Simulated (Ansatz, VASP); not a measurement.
# Bi in VASP and in Ansatz

The input INCAR:

```
PREC = Accurate
ENCUT = 500
EDIFF = 1E-6
ISMEAR = -1
SIGMA = 0.05
LREAL = F
LASPH = T
NELM = 200
ALGO = Normal
ISIF = 2
LWAVE = F
LCHARG = F
MAGMOM = 0 0 0
LORBIT = 11
LSORBIT = T
GGA_COMPAT = F
LORBMOM = T
GGA = RP
NBANDS = 26
```

File KPOINTS:

```
Automatic mesh
0
Gamma
  9 9 9
```

POSCAR

```
Bi
1.0
   -1.9814305300      1.9814305300      1.9814305300
    1.9814305300     -1.9814305300      1.9814305300
    1.9814305300      1.9814305300     -1.9814305300
Bi
1
Direct
    0.0000000000      0.0000000000      0.0000000000
```

File input.yaml:

```yaml
crystal:
  lattice: { a: 3.96286106, b: 3.96286106, c: 3.96286106, alpha: 90.0, beta: 90.0, gamma: 90.0 }
  space_group: 229
  reduce_to_primitive: true
  atoms:
    - { symbol: Bi, wyckoff: "2a", position: [0.0, 0.0, 0.0] }
hamiltonian:
  xc: rpbe
  pseudopotentials: { kind: paw_fr }
magnetization:
  noncollinear: true
  spin_orbit: true
kpoints:
  mp_grid: { grid: [9, 9, 9] }
scf:
  occupations: { method: fermi_dirac, width: 0.05 }
output:
  forces: true
  stress: true
  eigenvalues: true
  bader: true
  populations: intrinsic
```

Alike in both runs: functional RPBE; k mesh 9 × 9 × 9; occupations fermi-dirac, width 0.05 eV; non-collinear spin, spin-orbit coupling.

|  | VASP | Ansatz |
| --- | --- | --- |
| version | VASP 6.6.1 | Ansatz 0.2.0 |
| potentials or method | VASP PAW PBE potentials, release 64 (Bi_d) | Ansatz PAW |
| plane-wave cutoff (eV) | 500 | 420 |
| valence electrons in the cell | 15 | 15 |
| task | single point | atomic charges |

Ansatz gave:

```
pressure (GPa) : 3.7
```

Question: Which values does VASP return?

Answer: Pressure (GPa): 3.6.

VASP's potentials were made for PBE, not for RPBE. The functional is the same, so the differences come from potentials, cutoffs and numerics.
